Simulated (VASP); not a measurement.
# AlCo: single point with PBEsol

Crystal: AlCo.

```
Al Co
1.0
     2.59385    0.00000    0.00000
     0.00000    2.59385    0.00000
     0.00000    0.00000    2.59385
Al Co
1 1
Direct
  0.00000 0.00000 0.00000
  0.50000 0.50000 0.50000
```

This cell differs from its parent crystal: strain -0.080 along x and y, -0.080 along z.

```json
{
 "Program": "VASP 6.6.1",
 "Task": "single point",
 "Functional": "PBEsol",
 "Potentials or basis": "VASP PAW PBE potentials, release 64 (Al, Co)",
 "Cutoff": "520 eV",
 "k mesh": "16 × 16 × 16",
 "Occupations": "gaussian, width 0.15 eV",
 "Spin": "no spin polarisation"
}
```

The pressure is 84.4 GPa and the band gap on the k mesh is zero (band 6 reaches 17.16 eV, above the bottom of band 7 at 14.42 eV).

Levels at points of the mesh, in eV from the Fermi level:
| k point | band 4 | band 5 | band 6 | band 7 | band 8 | band 9 |
| --- | --- | --- | --- | --- | --- | --- |
| (0.00, 0.00, 0.00) | -1.24 | -1.24 | -1.24 | 7.58 | 7.58 | 7.58 |
| (0.50, 0.00, 0.00) | -2.49 | -2.49 | -1.06 | 0.36 | 8.62 | 12.26 |
| (0.50, 0.50, 0.00) | -3.25 | -2.29 | -2.29 | -0.36 | 3.40 | 5.39 |
| (0.50, 0.50, 0.50) | -0.30 | -0.30 | 2.38 | 2.38 | 2.38 | 7.09 |

Wall time 72 s on 1 thread of AMD EPYC 7R13 (shared host), peak memory 0.12 GiB.

Caveat: the cell differs from its parent crystal (strain -0.080 along x and y, -0.080 along z); the PAW data sets were made with another functional, which shifts forces and pressure a little. Spin polarisation is off, so any magnetic state and its effect on volume and gap are missing.
